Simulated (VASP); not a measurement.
Here is a VASP 6.6.1 calculation.

The input INCAR:

```
PREC = Accurate
ENCUT = 600
EDIFF = 1E-7
ISMEAR = 0
SIGMA = 0.1
LREAL = False
LASPH = True
NELM = 100
ALGO = Normal
ISIF = 3
LWAVE = False
LCHARG = False
GGA = PE
IBRION = 2
NSW = 100
EDIFFG = -0.01
```

The input KPOINTS:

```
regular mesh
0
Gamma
  12 12 8
```

File POSCAR:

```
SiC5
1.0
    4.6500768849      0.0000000000      0.0000000000
   -2.3250384425      4.0270847119      0.0000000000
    0.0000000000      0.0000000000      4.5634975582
Si C
1 5
Direct
    0.0000000000      0.0000000000      0.0000000000
    0.0000000000      0.6201770163      0.0000000000
    0.6201770163      0.0000000000      0.0000000000
    0.3798229837      0.3798229837      0.0000000000
    0.3333333333      0.6666666667      0.0000000000
    0.6666666667      0.3333333333      0.0000000000
```

Potentials or basis: VASP PAW PBE potentials, release 64 (Si, C).

The run is started by

```sh
$ cat potpaw_PBE.64/Si/POTCAR potpaw_PBE.64/C/POTCAR > POTCAR
$ mpirun -np 1 vasp_std > vasp.out
```

Predict the relaxed cell.

a = 4.649 Å, b = 4.649 Å, c = 4.335 Å, α = 90.00°, β = 90.00°, γ = 120.00°.

What does it give for the band gap on the k mesh?

Zero (band 12 reaches 2.92 eV, above the bottom of band 13 at 2.61 eV).

Estimate the space group after relaxing (to 0.05 Å).

P-62m (No. 189).

Final structure:
```
Si C
1.0
     4.64949    0.00000    0.00000
    -2.32474    4.02658    0.00000
     0.00000    0.00000    4.33492
Si C
1 5
Direct
  0.00000 0.00000 0.00000
  0.00000 0.62030 0.00000
  0.62030 0.00000 0.00000
  0.37970 0.37970 0.00000
  0.33333 0.66667 0.00000
  0.66667 0.33333 0.00000
```
